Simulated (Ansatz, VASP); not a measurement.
## Two plane-wave programs on SiW3

Contents of INCAR:

```
SYSTEM = SiW3
PREC = Accurate ; ENCUT = 600
EDIFF = 1E-7 ; ISMEAR = 0
SIGMA = 0.1 ; LREAL = .False.
LASPH = .True. ; NELM = 80
ALGO = Normal ; ISIF = 3
LWAVE = .False. ; LCHARG = .False.
GGA = PE ; IBRION = 2
NSW = 90 ; EDIFFG = -0.04
```

The input KPOINTS:

```
Automatic mesh
0
Gamma
  6 6 6
  0 0 0
```

The input POSCAR:

```
SiW3
1.0
   -1.9195738389      1.9195738389      4.2878792247
    1.9195738389     -1.9195738389      4.2878792247
    1.9195738389      1.9195738389     -4.2878792247
Si W
1 3
Direct
    0.0000000000      0.0000000000      0.0000000000
    0.5000000000      0.5000000000      0.0000000000
    0.2500000000      0.7500000000      0.5000000000
    0.7500000000      0.2500000000      0.5000000000
```

Input for Ansatz:

```yaml
crystal:
  lattice:
    - [-1.9195738389, 1.9195738389, 4.2878792247]
    - [1.9195738389, -1.9195738389, 4.2878792247]
    - [1.9195738389, 1.9195738389, -4.2878792247]
  atoms:
    - { symbol: Si, position: [0.0, 0.0, 0.0] }
    - { symbol: W, position: [0.5, 0.5, 0.0] }
    - { symbol: W, position: [0.25, 0.75, 0.5] }
    - { symbol: W, position: [0.75, 0.25, 0.5] }
basis:
  ecutwfc: 420
kpoints:
  mp_grid: { grid: [6, 6, 6] }
hamiltonian:
  xc: pbe
scf:
  occupations: { method: gaussian, width: 0.1 }
  lower_state_search: "off"
output:
  forces: true
  stress: true
  eigenvalues: true
relax:
  adjacent_minimum: "off"
  f_tol: 0.04
  max_steps: 70
  cell: { stress_tol: 0.4 }
```

Alike in both runs: task relaxation of cell and atoms; functional PBE; k mesh 6 × 6 × 6; occupations gaussian, width 0.1 eV; no spin polarisation.

```csv
,VASP,Ansatz
version,VASP 6.6.1,Ansatz 0.2.0
potentials or method,"VASP PAW PBE potentials, release 64 (Si, W_sv), cutoff 600 eV","scalar-relativistic, plane waves, PAW"
valence electrons in the cell,46,46
```

```csv
,VASP,Ansatz,Ansatz less VASP
"gap on the k mesh at the Fermi level, each at its own relaxed structure (eV)",none,none,-
relaxed volume (Å³/atom),15.39,15.36,-0.026
relaxed cell length with the largest relative difference (Å),4.886,4.895,+0.0097
```

A gap of «none» marks a metal or a gap that the smearing closes.

The k mesh is coarse, so the values compare programs but aren't converged. Spin-orbit coupling is off throughout.
